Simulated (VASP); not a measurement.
RbV2: single point with PBE

The system is RbV2.

```
Rb V
1.0
     0.00000    4.32407    4.32407
     4.32407    0.00000    4.32407
     4.32407    4.32407    0.00000
Rb V
2 4
Direct
  0.00000 0.00000 0.00000
  0.25000 0.25000 0.25000
  0.62500 0.62500 0.62500
  0.12500 0.62500 0.62500
  0.62500 0.62500 0.12500
  0.62500 0.12500 0.62500
```

| Quantity | Value |
| --- | --- |
| Program | VASP 6.6.1 |
| Task | single point |
| Functional | PBE |
| Potentials or basis | VASP PAW PBE potentials, release 64 (Rb_sv, V_sv) |
| Cutoff | 520 eV |
| k mesh | 4 × 4 × 4 |
| Occupations | gaussian, width 0.1 eV |
| Spin | collinear spin, ferromagnetic start |
| Starting moments | [0.18, 0.18, 2.41, 2.41, 2.41, 2.41] μB |
| Dipole correction | no |
| Further INCAR settings | ALGO = Fast; EDIFF = 1e-06; NBANDS = 48 |

```json
{"Pressure": "0.4 GPa", "Net moment": "13.96 μB per cell", "Site moments": "Rb +0.08; V +2.63 μB", "Valence electrons inside the program's atomic spheres": "Rb 7.34; V 11.31"}
```

Levels at points of the mesh, in eV from the Fermi level:
Spin up:
```tsv
k point	band 38	band 39	band 40	band 41	band 42	band 43	band 44	band 45	band 46	band 47
(0.00, 0.00, 0.00)	0.07	0.08	0.08	0.08	0.21	0.21	0.76	0.76	0.76	0.93
(0.50, 0.00, 0.00)	-0.88	-0.61	-0.61	0.03	0.08	0.08	0.31	0.31	0.90	1.76
(0.50, 0.50, 0.00)	-0.85	-0.74	-0.74	-0.49	-0.49	0.17	0.17	0.26	0.26	1.17
```
Spin down:
| k point | band 26 | band 27 | band 28 | band 29 | band 30 | band 31 |
| --- | --- | --- | --- | --- | --- | --- |
| (0.00, 0.00, 0.00) | -0.57 | -0.40 | -0.40 | -0.40 | 0.90 | 0.90 |
| (0.50, 0.00, 0.00) | -1.69 | -0.26 | -0.26 | 0.05 | 0.41 | 0.42 |
| (0.50, 0.50, 0.00) | -2.03 | 0.05 | 0.05 | 0.44 | 0.44 | 0.60 |

Run time: 4.5 min on 1 thread of AMD EPYC 7R43 64-Core Processor (Zen 3) (shared host), peak memory 0.4 GiB.
